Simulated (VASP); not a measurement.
# LiF (Pm-3m) in VASP: further runs, part 2 of 2

VASP 6.6.1.

## 3. Single point, PBEsol

Contents of INCAR:

```
  ALGO = Normal
  EDIFF = 1E-7
  ENCUT = 520
  GGA = PS
  ISIF = 2
  ISMEAR = 1
  LASPH = True
  LCHARG = False
  LREAL = False
  LWAVE = False
  NBANDS = 12
  NELM = 100
  PREC = Accurate
  SIGMA = 0.001
```

Contents of KPOINTS:

```
k-points
0
Gamma
  8 8 8
```

Contents of POSCAR:

```
LiF
1.0
    2.5162584438      0.0000000000      0.0000000000
    0.0000000000      2.5162584438      0.0000000000
    0.0000000000      0.0000000000      2.5162584438
Li F
1 1
Direct
    0.0000000000      0.0000000000      0.0000000000
    0.5000000000      0.5000000000      0.5000000000
```

Potentials or basis: VASP PAW PBE potentials, release 64 (Li_sv, F).

On the command line:

```console
$ cat potpaw_PBE.64/Li_sv/POTCAR potpaw_PBE.64/F/POTCAR > POTCAR
$ mpirun -np 1 vasp_std > vasp.out
```

OUTCAR:

```text
EDIFF = 1E-7
   ENCUT = 520
   GGA = PS
   ISIF = 2
   ISMEAR = 1
   LASPH = True
   LREAL = False
   NELM = 100
   PREC = Accurate

 ion  position               nearest neighbor table
   1  0.000  0.000  0.000-   2 2.18   2 2.18   2 2.18   2 2.18   2 2.18   2 2.18   2 2.18   2 2.18

   2  0.500  0.500  0.500-   1 2.18   1 2.18   1 2.18   1 2.18   1 2.18   1 2.18   1 2.18   1 2.18

  LATTYP: Found a simple cubic cell.
 ALAT       =     2.5162584438

  Lattice vectors:

 A1 = (   2.5162584438,   0.0000000000,   0.0000000000)
 A2 = (   0.0000000000,   2.5162584438,   0.0000000000)
 A3 = (   0.0000000000,   0.0000000000,   2.5162584438)

Analysis of symmetry for initial positions (statically):
=====================================================================
 Subroutine PRICEL returns:
 Original cell was already a primitive cell.

 Routine SETGRP: Setting up the symmetry group for a
 simple cubic supercell.

 Subroutine GETGRP returns: Found 48 space group operations
 (whereof 48 operations were pure point group operations)
 out of a pool of 48 trial point group operations.

The static configuration has the point symmetry O_h .

Analysis of symmetry for dynamics (positions and initial velocities):
=====================================================================
 Subroutine PRICEL returns:
 Original cell was already a primitive cell.

 Routine SETGRP: Setting up the symmetry group for a
 simple cubic supercell.

 Subroutine GETGRP returns: Found 48 space group operations
 (whereof 48 operations were pure point group operations)
 out of a pool of 48 trial point group operations.

The dynamic configuration has the point symmetry O_h .

 Subroutine INISYM returns: Found 48 space group operations
 (whereof 48 operations are pure point group operations),
 and found     1 'primitive' translations

[... 117 lines left out ...]
  Thomas-Fermi vector in A             =   2.524529
   LORBIT       =      0    0 simple, 1 ext, 2 COOP (PROOUT), +10 PAW based schemes
   GGA     = PS    functional components
   LHFCALC =     F    Hartree Fock is set to
   AEXX    =    0.0000 exact exchange contribution
   IVDW    =     0    specifies the selected vdW correction
   LEPSILON=     F    determine dielectric tensor
   LRPA    =     F    only Hartree local field effects (RPA)
 non-spin polarized calculation
 Methfessel and Paxton  Order N= 1 SIGMA  =   0.00
  energy-cutoff  :      520.00
  volume of cell :       15.93
 maximum number of plane-waves:       442
 NGX is ok and might be reduce to    20
   NGX =  9   NGY =  9   NGZ =  9

 number of electron      10.0000023 magnetization

 Free energy of the ion-electron system (eV)
  ---------------------------------------------------
  ext. energy  EPLUGINS =         0.00000000
  ---------------------------------------------------
  free energy    TOTEN  =        -9.28486596 eV

  energy without entropy =       -9.28486596  energy(sigma->0) =       -9.28486596

 E-fermi :   0.4933     XC(G=0): -10.3893

 val. band max:        0.3544050834   @ k =   0.5000   0.5000   0.0000
 cond. band min:       8.1657404720   @ k =   0.0000   0.0000   0.0000
 fundamental gap:      7.8113353886
 Fermi energy:         0.4933156350

 k-point     1 :       0.0000    0.0000    0.0000
  band No.  band energies     occupation
      1     -41.7124      2.00000
      2     -20.5599      2.00000
      3      -0.3752      2.00000
      4      -0.3752      2.00000
      5      -0.3752      2.00000
      6       8.1657      0.00000
      7      19.2362      0.00000
      8      19.2362      0.00000
      9      21.7734      0.00000
     10      21.7734      0.00000
     11      21.7734      0.00000
     12      39.5697      0.00000
[... 331 lines left out ...]
 k-point    24 :       0.5000    0.3750    0.1250
  band No.  band energies     occupation
      1     -41.6018      2.00000
      2     -19.4676      2.00000
      3      -3.1143      2.00000
      4      -2.6452      2.00000
      5      -0.1071      2.00000
      6      13.2501      0.00000
      7      13.6645      0.00000
      8      14.3308      0.00000
      9      21.7512      0.00000
     10      24.0856      0.00000
     11      28.0350      0.00000
     12      29.6822      0.00000

 [... further k-points ...]
[... 5 lines left out ...]
  --------------------------------------------------------------------------------------
  -------------------------------------------------------------------------------------
  Total        0.0128471      0.0128471      0.0128471     -0.0000000      0.0000000     -0.0000000
  in kB        1.2919605      1.2919605      1.2919605     -0.0000000      0.0000000     -0.0000000
  external PRESSURE =       1.2919605 kB  Pullay stress =       0.0000000 kB

 VOLUME and BASIS-vectors are now :
 -----------------------------------------------------------------------------
  energy-cutoff  :      520.00
  volume of cell :       15.93
      direct lattice vectors                 reciprocal lattice vectors
     2.516258444  0.000000000  0.000000000     0.397415457  0.000000000  0.000000000
     0.000000000  2.516258444  0.000000000     0.000000000  0.397415457  0.000000000
     0.000000000  0.000000000  2.516258444     0.000000000  0.000000000  0.397415457

 POSITION                                       TOTAL-FORCE (eV/Angst)
 -----------------------------------------------------------------------------------
      0.00000      0.00000      0.00000         0.000000      0.000000      0.000000
      1.25813      1.25813      1.25813         0.000000      0.000000      0.000000
 -----------------------------------------------------------------------------------
    total drift:                                0.000000      0.000000      0.000000

  FREE ENERGIE OF THE ION-ELECTRON SYSTEM (eV)
  ---------------------------------------------------
  free  energy   TOTEN  =        -9.2848659579 eV

  energy  without entropy=       -9.2848659579  energy(sigma->0) =       -9.28486596
```

stdout:

```text
POSCAR found type information on POSCAR LiF
 POSCAR found :  2 types and       2 ions
 scaLAPACK will be used
 -----------------------------------------------------------------------------
|                                                                             |
|                                                                             |
|     You enforced a specific xc type in the INCAR file but a different       |
|     I HOPE YOU KNOW WHAT YOU ARE DOING!                                     |
|                                                                             |
 -----------------------------------------------------------------------------

 LDA part: xc-table for (Slater+PW92), standard interpolation
 POSCAR, INCAR and KPOINTS ok, starting setup
 FFT: planning ... GRIDC
 FFT: planning ... GRID_SOFT
 FFT: planning ... GRID
 WAVECAR not read
 entering main loop
```

It took 9.6 s on 1 thread of Intel Xeon Platinum 8259CL at 2.50GHz (Skylake/Cascade Lake), shared host; peak memory 0.12 GiB.

What came out:

```yaml
Free_energy: -9.2849 eV
Band_gap_on_the_k_mesh: 7.81 eV, indirect (least direct gap 8.54 eV)
```

Caveat: the cutoff is under 1.25 times the usual one of these potentials, so pressure, stress and relaxed cells hold a basis-set (Pulay) error; the PAW data sets were made with another functional, which shifts forces and pressure a little.

## 4. Single point, PBEsol

Contents of INCAR:

```
SYSTEM = LiF
ALGO     = Normal         ! electronic algorithm
EDIFF    = 1E-6           ! SCF threshold, eV
ENCUT    = 520            ! plane-wave cutoff, eV
GGA      = PS             ! functional
ISIF     = 2              ! what is computed and relaxed
ISMEAR   = 1              ! smearing method
LASPH    = .TRUE.         ! aspherical terms in the spheres
LCHARG   = .TRUE.         ! write CHGCAR
LELF     = .TRUE.         ! ELF
LREAL    = .FALSE.        ! projectors in reciprocal space
LVHAR    = .TRUE.       
LWAVE    = .FALSE.        ! write WAVECAR
NBANDS   = 12             ! bands
NELM     = 100            ! most SCF steps
PREC     = Accurate       ! precision mode
SIGMA    = 0.05           ! smearing width, eV
```

Contents of KPOINTS:

```
k-points
0
G
  8 8 8
  0 0 0
```

POSCAR is that of step 3.

On the command line:

```console
$ cat potpaw_PBE.64/Li_sv/POTCAR potpaw_PBE.64/F/POTCAR > POTCAR
$ mpirun -np 1 vasp_std > vasp.out
```

It took 5.2 s on 1 thread of Intel Xeon Platinum 8259CL at 2.50GHz (Skylake/Cascade Lake), shared host; peak memory 0.12 GiB.

Results (log left out):

```
Free energy            : -9.2848 eV
Band gap on the k mesh : 7.81 eV, indirect (least direct gap 8.54 eV)
```

Levels at points of the mesh, in eV from the valence-band top:
| k point | band 1 | band 2 | band 3 | band 4 | band 5 | band 6 | band 7 | band 8 | band 9 | band 10 |
| --- | --- | --- | --- | --- | --- | --- | --- | --- | --- | --- |
| (0.00, 0.00, 0.00) | -42.06 | -20.91 | -0.73 | -0.73 | -0.73 | 7.81 | 18.88 | 18.88 | 21.42 | 21.42 |
| (0.50, 0.00, 0.00) | -42.00 | -20.40 | -3.96 | -0.30 | -0.30 | 9.23 | 14.45 | 20.68 | 20.68 | 24.34 |
| (0.50, 0.50, 0.00) | -41.95 | -19.80 | -3.53 | -3.53 | 0.00 | 13.52 | 13.91 | 13.91 | 19.75 | 24.48 |
| (0.50, 0.50, 0.50) | -41.91 | -19.30 | -2.45 | -2.45 | -2.45 | 11.07 | 11.07 | 11.07 | 24.70 | 24.70 |

Caveat: the cutoff is under 1.25 times the usual one of these potentials, so pressure, stress and relaxed cells hold a basis-set (Pulay) error; the PAW data sets were made with another functional, which shifts forces and pressure a little.

## 5. Summary

| level | smearing | gap on the mesh (eV) |
| --- | --- | --- |
| PBEsol+D3(BJ) | gaussian 0.01 eV | 7.81 |
| PBEsol | methfessel-paxton 0.001 eV | 7.81 |
| PBEsol | methfessel-paxton 0.05 eV | 7.81 |

Alike in all rows: task single point; potentials or basis VASP PAW PBE potentials, release 64 (Li_sv, F); no spin polarisation; cell as given; k mesh 8 × 8 × 8; cutoff (eV) 520.

On the cell as given the gap runs from 7.81 eV (PBEsol+D3(BJ)) to 7.81 eV (PBEsol).

Caveats: the cutoff is under 1.25 times the usual one of these potentials, so pressure, stress and relaxed cells hold a basis-set (Pulay) error; the PAW data sets were made with another functional, which shifts forces and pressure a little.

Total energies depend on the potentials used, so only differences within one code and one set of settings carry meaning.
